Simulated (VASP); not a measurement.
# PbI2 (P-3m1) in VASP: further runs

The runs below take PbI2 through single point, relaxation of cell and atoms, with PBE.

Everything below comes from runs of VASP 6.6.1. Logs are shortened: lines on timing, memory, paths and dates and some standing lists are left out, and cuts for length are marked.

## Step 1: The cell of the first run

The structure is trigonal, space group P-3m1 (No. 164). The conventional cell has a = 4.679 Å, b = 4.679 Å, c = 7.690 Å, α = 90.00°, β = 90.00°, γ = 120.00°. Pb (site symmetry -3m) has 6 I at 3.28 Å within 4.3 Å. I (site symmetry 3m) has 3 Pb at 3.28 Å within 4.3 Å.

## Step 2: Single point, PBE

File INCAR:

```
PREC = Accurate ; ENCUT = 500
EDIFF = 1E-6 ; ISMEAR = 0
SIGMA = 0.02 ; LREAL = False
LASPH = True ; NELM = 120
ALGO = Normal ; ISIF = 2
LWAVE = False ; LCHARG = False
GGA = PE ; NBANDS = 21
GGA_COMPAT = False
```

File KPOINTS:

```
regular mesh
0
Gamma
  6 6 4
```

File POSCAR:

```
PbI2
1.0
    4.6785476450      0.0000000000      0.0000000000
   -2.3392738225      4.0517411134      0.0000000000
    0.0000000000      0.0000000000      7.6903754129
Pb I
1 2
Direct
    0.0000000000      0.0000000000      0.0000000000
    0.3333333333      0.6666666667      0.2412822946
    0.6666666667      0.3333333333      0.7587177054
```

Potentials or basis: VASP PAW PBE potentials, release 64 (Pb_d, I).

Run with:

```sh
$ cat potpaw_PBE.64/Pb_d/POTCAR potpaw_PBE.64/I/POTCAR > POTCAR
$ mpirun -np 1 vasp_std > vasp.out
```

OUTCAR:

```text
PREC = Accurate
   ENCUT = 500
   EDIFF = 1E-6
   ISMEAR = 0
   LREAL = False
   LASPH = True
   NELM = 120
   ISIF = 2
   GGA = PE

 ion  position               nearest neighbor table
   1  0.000  0.000  0.000-   2 3.28   3 3.28   3 3.28   2 3.28   3 3.28   2 3.28
   2  0.333  0.667  0.241-   1 3.28   1 3.28   1 3.28
   3  0.667  0.333  0.759-   1 3.28   1 3.28   1 3.28

  LATTYP: Found a hexagonal cell.
 ALAT       =     4.6785476450
 C/A-ratio  =     1.6437527191

  Lattice vectors:

 A1 = (   4.6785476450,   0.0000000000,   0.0000000000)
 A2 = (  -2.3392738225,   4.0517411134,   0.0000000000)
 A3 = (   0.0000000000,   0.0000000000,   7.6903754129)

Analysis of symmetry for initial positions (statically):
=====================================================================
 Subroutine PRICEL returns:
 Original cell was already a primitive cell.

 Routine SETGRP: Setting up the symmetry group for a
 hexagonal supercell.

 Subroutine GETGRP returns: Found 12 space group operations
 (whereof 12 operations were pure point group operations)
 out of a pool of 24 trial point group operations.

The static configuration has the point symmetry D_3d.

Analysis of symmetry for dynamics (positions and initial velocities):
=====================================================================
 Subroutine PRICEL returns:
 Original cell was already a primitive cell.

 Routine SETGRP: Setting up the symmetry group for a
 hexagonal supercell.

 Subroutine GETGRP returns: Found 12 space group operations
 (whereof 12 operations were pure point group operations)
 out of a pool of 24 trial point group operations.

The dynamic configuration has the point symmetry D_3d.

 Subroutine INISYM returns: Found 12 space group operations
 (whereof 12 operations are pure point group operations),
 and found     1 'primitive' translations

----------------------------------------------------------------------------------------

                                     Primitive cell

  volume of cell :     145.7808

  direct lattice vectors                    reciprocal lattice vectors
     4.678547645  0.000000000  0.000000000     0.213741545  0.123403738  0.000000000
    -2.339273823  4.051741113  0.000000000     0.000000000  0.246807477  0.000000000
     0.000000000  0.000000000  7.690375413     0.000000000  0.000000000  0.130032664

  length of vectors
     4.678547645  4.678547645  7.690375413     0.246807477  0.246807477  0.130032664

  position of ions in fractional coordinates (direct lattice)
     0.000000000  0.000000000  0.000000000
     0.333333333  0.666666667  0.241282295
     0.666666667  0.333333333  0.758717705

  ion indices of the primitive-cell ions
   primitive index   ion index
                 1           1
                 2           2
                 3           3

----------------------------------------------------------------------------------------

 KPOINTS: regular mesh

Automatic generation of k-mesh.
 Grid dimensions read from file:
 generate k-points for:    6    6    4

 Generating k-lattice:

  Cartesian coordinates                     Fractional coordinates (reciprocal lattice)
     0.035623591  0.020567290  0.000000000     0.166666667  0.000000000  0.000000000
     0.000000000  0.041134579  0.000000000     0.000000000  0.166666667  0.000000000
     0.000000000  0.000000000  0.032508166     0.000000000  0.000000000  0.250000000

  Length of vectors
     0.041134579  0.041134579  0.032508166

  Shift w.r.t. Gamma in fractional coordinates (k-lattice)
     0.000000000  0.000000000  0.000000000

 Subroutine IBZKPT returns following result:
 ===========================================

 Found     24 irreducible k-points:

 Following reciprocal coordinates:
            Coordinates               Weight
  0.000000  0.000000  0.000000      1.000000
  0.166667 -0.000000  0.000000      6.000000
  0.333333 -0.000000  0.000000      6.000000
  0.500000 -0.000000  0.000000      3.000000
  0.166667  0.166667  0.000000      6.000000
  0.333333  0.166667  0.000000     12.000000
[... 16 lines left out ...]
  0.333333  0.166667  0.500000     12.000000
  0.333333  0.333333  0.500000      2.000000
   k-points           NKPTS =     24   k-points in BZ     NKDIM =     24   number of bands    NBANDS=     21
   number of dos      NEDOS =    301   number of ions     NIONS =      3
   total plane-waves  NPLWV =  72576
   dimension x,y,z NGX =    36 NGY =   36 NGZ =   56
   dimension x,y,z NGXF=    72 NGYF=   72 NGZF=  112
   ions per type =               1   2
   NGX,Y,Z   is equivalent  to a cutoff of  12.79, 12.79, 12.11 a.u.
   NGXF,Y,Z  is equivalent  to a cutoff of  25.58, 25.58, 24.21 a.u.
 SYSTEM =  unknown system
   PREC   = accura    normal or accurate (medium, high low for compatibility)
   ISTART =      0    job   : 0-new  1-cont  2-samecut
   ICHARG =      2    charge: 1-file 2-atom 10-const
   ISPIN  =      1    spin polarized calculation?
   LNONCOLLINEAR =      F non collinear calculations
   LSORBIT =      F    spin-orbit coupling
   LASPH  =      T    aspherical Exc in radial PAW
   ENCUT  =  500.0 eV  36.75 Ry    6.06 a.u.   8.53  8.53 14.02*2*pi/ulx,y,z
   NELM   =    120;   NELMIN=  2; NELMDL= -5     # of ELM steps
   EDIFF  = 0.1E-05   stopping-criterion for ELM
   LREAL  =      F    real-space projection
   EDIFFG = 0.1E-04   stopping-criterion for IOM
   NSW    =      0    number of steps for IOM
   IBRION =     -1    ionic relax: 0-MD 1-quasi-New 2-CG
   NFREE  =      0    steps in history (QN), initial steepest desc. (CG)
   ISIF   =      2    stress and relaxation
   ISYM   =      2    0-nonsym 1-usesym 2-fastsym
   POTIM  = 0.5000    time-step for ionic-motion
   TEBEG  =    0.0;   TEEND  =   0.0 temperature during run
   PSTRESS=    0.0 pullay stress
   NELECT =      28.0000    total number of electrons
   NUPDOWN=      -1.0000    fix difference up-down
   EMIN   =  10.00;   EMAX   =-10.00  energy-range for DOS
   EFERMI =   0.00;   METHOD = LEGACY
   ISMEAR =     0;   SIGMA  =   0.02  broadening in eV -4-tet -1-fermi 0-gaus
   EFERMI_NEDOS =   21; number of points for ismear=-14 and -15
   IALGO  =     38    algorithm
   IMIX   =      4    mixing-type and parameters
     AMIX     =   0.40;   BMIX     =  1.00
     AMIX_MAG =   1.60;   BMIX_MAG =  1.00
  volume/ion in A,a.u.               =      48.59       327.93
  Fermi-wavevector in a.u.,A,eV,Ry     =   0.944555  1.784951 12.138911  0.892185
  Thomas-Fermi vector in A             =   2.072371
   LORBIT       =      0    0 simple, 1 ext, 2 COOP (PROOUT), +10 PAW based schemes
   GGA     = PE    functional components
   LHFCALC =     F    Hartree Fock is set to
   AEXX    =    0.0000 exact exchange contribution
   IVDW    =     0    specifies the selected vdW correction
   LEPSILON=     F    determine dielectric tensor
   LRPA    =     F    only Hartree local field effects (RPA)
 non-spin polarized calculation
 Gauss-broadening in eV      SIGMA  =   0.02
  energy-cutoff  :      500.00
  volume of cell :      145.78
 maximum number of plane-waves:      3730
 NGX is ok and might be reduce to    36
   NGX = 17   NGY = 17   NGZ = 29

 number of electron      27.9999993 magnetization

 Free energy of the ion-electron system (eV)
  ---------------------------------------------------
  ext. energy  EPLUGINS =         0.00000000
  ---------------------------------------------------
  free energy    TOTEN  =        -8.62112685 eV

  energy without entropy =       -8.62112685  energy(sigma->0) =       -8.62112685

 E-fermi :   1.2432     XC(G=0):  -7.4071

 val. band max:        1.1378716146   @ k =   0.1667  -0.0000   0.2500
 cond. band min:       3.5596246014   @ k =   0.0000   0.0000   0.5000
 fundamental gap:      2.4217529868
 Fermi energy:         1.2431507772

 k-point     1 :       0.0000    0.0000    0.0000
  band No.  band energies     occupation
      1     -14.7758      2.00000
      2     -14.7758      2.00000
      3     -14.7709      2.00000
      4     -14.7621      2.00000
      5     -14.7621      2.00000
      6     -10.4909      2.00000
[... 13 lines left out ...]
     20       9.1115      0.00000
     21       9.1115      0.00000

 k-point     2 :       0.1667   -0.0000    0.0000
  band No.  band energies     occupation
      1     -14.7832      2.00000
      2     -14.7741      2.00000
      3     -14.7688      2.00000
      4     -14.7629      2.00000
      5     -14.7604      2.00000
      6     -10.3883      2.00000
[... 13 lines left out ...]
     20       8.6827      0.00000
     21       9.3522      0.00000

 k-point     3 :       0.3333   -0.0000    0.0000
  band No.  band energies     occupation
      1     -14.7983      2.00000
      2     -14.7729      2.00000
      3     -14.7679      2.00000
      4     -14.7605      2.00000
      5     -14.7547      2.00000
      6     -10.1431      2.00000
[... 13 lines left out ...]
     20       8.9107      0.00000
     21      10.1217      0.00000

 k-point     4 :       0.5000   -0.0000    0.0000
  band No.  band energies     occupation
      1     -14.8059      2.00000
      2     -14.7730      2.00000
      3     -14.7686      2.00000
      4     -14.7581      2.00000
      5     -14.7512      2.00000
      6      -9.9696      2.00000
[... 13 lines left out ...]
     20       9.5681      0.00000
     21      10.6992      0.00000

 k-point     5 :       0.1667    0.1667    0.0000
  band No.  band energies     occupation
      1     -14.7920      2.00000
      2     -14.7755      2.00000
      3     -14.7659      2.00000
      4     -14.7634      2.00000
      5     -14.7564      2.00000
      6     -10.2128      2.00000
[... 13 lines left out ...]
     20       8.7698      0.00000
     21       9.7471      0.00000
[... 382 lines left out ...]
     20       9.0368      0.00000
     21       9.8366      0.00000

 k-point    22 :       0.1667    0.1667    0.5000
  band No.  band energies     occupation
      1     -14.7920      2.00000
      2     -14.7755      2.00000
      3     -14.7659      2.00000
      4     -14.7634      2.00000
      5     -14.7564      2.00000
      6     -10.1773      2.00000
[... 13 lines left out ...]
     20       8.5052      0.00000
     21       9.1251      0.00000

 k-point    23 :       0.3333    0.1667    0.5000
  band No.  band energies     occupation
      1     -14.7999      2.00000
      2     -14.7781      2.00000
      3     -14.7657      2.00000
      4     -14.7598      2.00000
      5     -14.7536      2.00000
      6      -9.9640      2.00000
[... 13 lines left out ...]
     20       9.2375      0.00000
     21       9.2878      0.00000

 k-point    24 :       0.3333    0.3333    0.5000
  band No.  band energies     occupation
      1     -14.7903      2.00000
      2     -14.7903      2.00000
      3     -14.7612      2.00000
      4     -14.7583      2.00000
      5     -14.7583      2.00000
      6      -9.8517      2.00000
[... 13 lines left out ...]
     20       8.9181      0.00000
     21       9.1345      0.00000

------------------------ aborting loop because EDIFF is reached ----------------------------------------

  FORCE on cell =-STRESS in cart. coord.  units (eV):
  Direction    XX          YY          ZZ          XY          YZ          ZX
  --------------------------------------------------------------------------------------
  -------------------------------------------------------------------------------------
  Total       -0.0124285     -0.0124285      0.0245198      0.0000000      0.0000000      0.0000000
  in kB       -0.1365928     -0.1365928      0.2694806      0.0000000      0.0000000      0.0000000
  external PRESSURE =      -0.0012350 kB  Pullay stress =       0.0000000 kB

 VOLUME and BASIS-vectors are now :
 -----------------------------------------------------------------------------
  energy-cutoff  :      500.00
  volume of cell :      145.78
      direct lattice vectors                 reciprocal lattice vectors
     4.678547645  0.000000000  0.000000000     0.213741545  0.123403738  0.000000000
    -2.339273823  4.051741113  0.000000000     0.000000000  0.246807477  0.000000000
     0.000000000  0.000000000  7.690375413     0.000000000  0.000000000  0.130032664

 POSITION                                       TOTAL-FORCE (eV/Angst)
 -----------------------------------------------------------------------------------
      0.00000      0.00000      0.00000        -0.000000      0.000000     -0.000000
     -0.00000      2.70116      1.85555        -0.000000      0.000000     -0.000464
      2.33927      1.35058      5.83482         0.000000     -0.000000      0.000464
 -----------------------------------------------------------------------------------
    total drift:                               -0.000000     -0.000000      0.000000

  FREE ENERGIE OF THE ION-ELECTRON SYSTEM (eV)
  ---------------------------------------------------
  free  energy   TOTEN  =        -8.6211268471 eV

  energy  without entropy=       -8.6211268471  energy(sigma->0) =       -8.62112685
```

Run time: 55 s. Hardware: 1 thread of AMD EPYC 7R43 (Zen 3), shared host; peak memory 0.24 GiB.

What came out:

| Quantity | Value |
| --- | --- |
| Free energy | -8.6211 eV |
| Pressure | 0.0 GPa |
| Band gap on the k mesh | 2.42 eV, indirect (least direct gap 2.51 eV) |

Caveat: spin-orbit coupling is left out, which moves the levels of the heavy elements; this functional lacks dispersion, which binds the layers, so the pressure and a relaxed spacing across them are unreliable. A k mesh can miss the band edges.

(Continued in part 2 of 2.)
